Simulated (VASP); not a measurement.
Here is a VASP 6.6.1 calculation.

File INCAR:

```
SYSTEM = Sn2Ir
ALGO = Normal
EDIFF = 1E-8
ENCUT = 520
ISIF = 2
ISMEAR = -1
LASPH = .True.
LCHARG = .False.
LEFG = .True.
LREAL = .False.
LWAVE = .False.
NBANDS = 26
NELM = 60
PREC = Accurate
SIGMA = 0.03
```

File KPOINTS:

```
k-points
0
Gamma
  10 10 10
  0 0 0
```

POSCAR

```
Sn2Ir
1.0
   -0.0316900000      3.1531550000      3.1531550000
    3.1531550000     -0.0316900000      3.1531550000
    3.1531550000      3.1531550000     -0.0316900000
Sn Ir
2 1
Direct
    0.2500000000      0.2500000000      0.2500000000
    0.7500000000      0.7500000000      0.7500000000
    0.0000000000      0.0000000000      0.0000000000
```

Potentials or basis: VASP PAW LDA potentials, release 64 (Sn_d, Ir).

The run is started by

```console
$ cat potpaw_LDA.64/Sn_d/POTCAR potpaw_LDA.64/Ir/POTCAR > POTCAR
$ mpirun -np 1 vasp_std > vasp.out
```

**Question.** What does it give for the largest force?

**Answer.** 0.131 eV/Å.

**Question.** What does it give for the band gap on the k mesh?

**Answer.** Zero (an odd number of electrons rules out a gap without spin polarisation).

**Question.** Estimate the pressure.

**Answer.** -1.8 GPa.

Forces in eV/Å, atoms in the order of the input:
```
Sn   0.075  0.075  0.075
Sn  -0.075 -0.075 -0.075
Ir   0.000  0.000  0.000
```

Caveat: the cell differs from its parent crystal (equal xy, yz and zx shear strains of -1 %); without QUAD_EFG the Cq values of the log hold for a quadrupole moment of 1 mb, not for the nuclei; spin-orbit coupling is left out, which moves the levels of the heavy elements.
